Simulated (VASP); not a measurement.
## Rh: relaxation of cell and atoms with LDA

Rh:

```
Rh
1.0
     0.00000    1.87685    1.87685
     1.87685    0.00000    1.87685
     1.87685    1.87685    0.00000
Rh
1
Cartesian
  0.0000 0.0000 0.0000
```

```
Program                : VASP 6.6.1
Task                   : relaxation of cell and atoms
Functional             : LDA
Potentials or basis    : VASP PAW LDA potentials, release 64 (Rh_pv)
Cutoff                 : 600 eV
k mesh                 : 24 × 24 × 24
Occupations            : fermi-dirac, width 0.05 eV
Spin                   : no spin polarisation
Target pressure        : 7 GPa
Dipole correction      : no
Further INCAR settings : ALGO = Normal; EDIFF = 1e-06; IBRION = 2; EDIFFG = -0.002; NSW = 100; ISIF = 3
```

```
Relaxed volume                                             : 12.98 Å³/atom
Relaxed cell                                               : a = 2.638 Å, b = 2.638 Å, c = 2.638 Å, α = 60.00°, β = 60.00°, γ = 60.00°
Space group after relaxing (to 0.1 Å)                      : Fm-3m (No. 225)
Energy change on relaxing (the run minimises the enthalpy) : +5.8 meV/atom
Ionic steps                                                : 6
Pressure after relaxing                                    : 7.0 GPa
Band gap on the k mesh                                     : zero (an odd number of electrons rules out a gap without spin polarisation)
```

The path:
```csv
step,energy change (eV),largest force (eV/Å),pressure (GPa),volume (Å³)
1,0.0000,0.0000,0.80,13.22
2,0.0854,0.0000,30.03,12.27
3,0.0056,0.0000,6.83,12.99
4,0.0058,0.0000,7.05,12.98
5,0.0055,0.0000,6.81,12.99
6,0.0058,0.0000,7.02,12.98
```

Final structure:
```xyz
1
Lattice="0.0000 1.8654 1.8654 1.8654 0.0000 1.8654 1.8654 1.8654 0.0000" Properties=species:S:1:pos:R:3 pbc="T T T"
Rh    1.8654    0.0000    1.8654
```

Levels at points of the mesh, in eV from the Fermi level:
| k point | band 3 | band 4 | band 5 | band 6 | band 7 | band 8 | band 9 | band 10 | band 11 |
| --- | --- | --- | --- | --- | --- | --- | --- | --- | --- |
| (0.00, 0.00, 0.00) | -46.27 | -8.45 | -3.40 | -3.40 | -3.40 | -1.07 | -1.07 | 15.89 | 20.19 |
| (0.50, 0.00, 0.00) | -46.39 | -6.67 | -3.48 | -3.48 | 0.64 | 0.65 | 0.65 | 9.20 | 15.43 |
| (0.50, 0.50, 0.00) | -46.60 | -6.91 | -6.53 | 0.63 | 1.10 | 1.10 | 3.29 | 13.00 | 13.55 |

Wall time 120 s on 1 thread of AMD EPYC 9R45 96-Core Processor (Zen 5), with other jobs on the host, peak memory 0.17 GiB.

Caveat: the cell is relaxed towards a set pressure, so the run minimises the enthalpy, not the energy. Zero-point motion and thermal expansion aren't in these numbers.
